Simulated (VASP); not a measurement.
Set up this calculation in VASP 6.6.1, as the native input.

| Item | Value |
| --- | --- |
| Task | relaxation of cell and atoms |
| Functional | PBE |
| Potentials or basis | VASP PAW PBE potentials, release 64 (La, Y_sv, O) |
| Cutoff | 600 eV |
| k mesh | 6 × 6 × 4 |
| Occupations | gaussian, width 0.1 eV |
| Spin | no spin polarisation |
| Dipole correction | no |
| Further INCAR settings | ALGO = Normal; EDIFF = 1e-07; IBRION = 2; EDIFFG = -0.04; NSW = 90; ISIF = 3 |

The structure of LaYO lies in POSCAR:

```
LaYO
1.0
    4.1076911100      0.0000000000      0.0000000000
   -2.0538455500      3.5573648500      0.0000000000
    0.0000000000      0.0000000000      3.9729970200
La Y O
1 1 1
Direct
    0.0000000000      0.0000000000      0.5000000000
    0.6666666700      0.3333333300      0.0000000000
    0.3333333300      0.6666666700      0.0000000000
```

One way to write it, as run:

INCAR

```
  PREC = Accurate
  ENCUT = 600
  EDIFF = 1E-7
  ISMEAR = 0
  SIGMA = 0.1
  LREAL = False
  LASPH = True
  NELM = 200
  ALGO = Normal
  ISIF = 3
  LWAVE = False
  LCHARG = False
  GGA = PE
  IBRION = 2
  NSW = 90
  EDIFFG = -0.04
  GGA_COMPAT = False
  NELMIN = 4
  LMAXMIX = 6
```

KPOINTS

```
Automatic mesh
0
Gamma
  6 6 4
```

Potentials or basis: VASP PAW PBE potentials, release 64 (La, Y_sv, O).

Launch:

```console
$ cat potpaw_PBE.64/La/POTCAR potpaw_PBE.64/Y_sv/POTCAR potpaw_PBE.64/O/POTCAR > POTCAR
$ mpirun -np 1 vasp_std > vasp.out
```

It gave:

```yaml
Relaxed_volume: 24.99 Å³/atom
Relaxed_cell: a = 3.778 Å, b = 3.778 Å, c = 6.066 Å, α = 90.00°, β = 90.00°, γ = 120.00°
Space_group_after_relaxing_to_0.05_Å: P-6m2 (No. 187)
Energy_gained_by_relaxing: 658.0 meV/atom
Ionic_steps: 10
Pressure_after_relaxing: 0.0 GPa
Band_gap_on_the_k_mesh: zero (band 14 reaches 6.15 eV, above the bottom of band 15 at 6.13 eV)
```

Caveat: the k points lie up to 0.32 Å⁻¹ apart in the final cell; the volume moved by over 15 % at a fixed basis, so the end points are rough; spin-orbit coupling is left out, which moves the levels of the heavy elements.

Run time: 2.9 min on 1 thread of Intel(R) Xeon(R) 6975P-C (Granite Rapids) (shared host), peak memory 0.23 GiB.
